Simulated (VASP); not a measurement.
Set up this calculation in VASP 6.6.1, as the native input.

| Quantity | Value |
| --- | --- |
| Task | relaxation of cell and atoms |
| Functional | PBEsol |
| Potentials or basis | VASP PAW PBE potentials, release 64 (Ga_d, N) |
| Cutoff | 600 eV |
| k mesh | 8 × 8 × 8 |
| Occupations | fermi-dirac, width 0.03 eV |
| Spin | no spin polarisation |
| Dipole correction | no |
| Further INCAR settings | ALGO = Normal; EDIFF = 1e-07; IBRION = 2; EDIFFG = -0.01; NSW = 100; ISIF = 3 |

The structure of GaN lies in POSCAR:

```
GaN
1.0
    0.0000000000      2.2535006075      2.2535006075
    2.2535006075      0.0000000000      2.2535006075
    2.2535006075      2.2535006075      0.0000000000
Ga N
1 1
Direct
    0.0000000000      0.0000000000      0.0000000000
    0.7500000000      0.7500000000      0.7500000000
```

One way to write it, as run:

INCAR

```
SYSTEM = GaN
ALGO = Normal
EDIFF = 1E-7
EDIFFG = -0.01
ENCUT = 600
GGA = PS
IBRION = 2
ISIF = 3
ISMEAR = -1
LASPH = .TRUE.
LCHARG = .FALSE.
LREAL = .FALSE.
LWAVE = .FALSE.
NELM = 100
NSW = 100
PREC = Accurate
SIGMA = 0.03
```

KPOINTS

```
k-points
0
G
  8 8 8
  0 0 0
```

Potentials or basis: VASP PAW PBE potentials, release 64 (Ga_d, N).

Command:

```console
$ cat potpaw_PBE.64/Ga_d/POTCAR potpaw_PBE.64/N/POTCAR > POTCAR
$ mpirun -np 1 vasp_std > vasp.out
```

Results of the run:

| Property | Result |
| --- | --- |
| Relaxed volume | 11.35 Å³/atom |
| Relaxed cell | a = 3.178 Å, b = 3.178 Å, c = 3.178 Å, α = 60.00°, β = 60.00°, γ = 60.00° |
| Space group after relaxing (to 0.05 Å) | F-43m (No. 216) |
| Energy gained by relaxing | 0.4 meV/atom |
| Ionic steps | 5 |
| Pressure after relaxing | 0.1 GPa |
| Band gap on the k mesh | 1.74 eV, direct |

Caveat: the PAW data sets were made with another functional, which shifts forces and pressure a little.

It took 25 s on 1 thread of Intel(R) Xeon(R) Platinum 8488C (Sapphire Rapids), with other jobs on the host, peak memory 0.17 GiB.
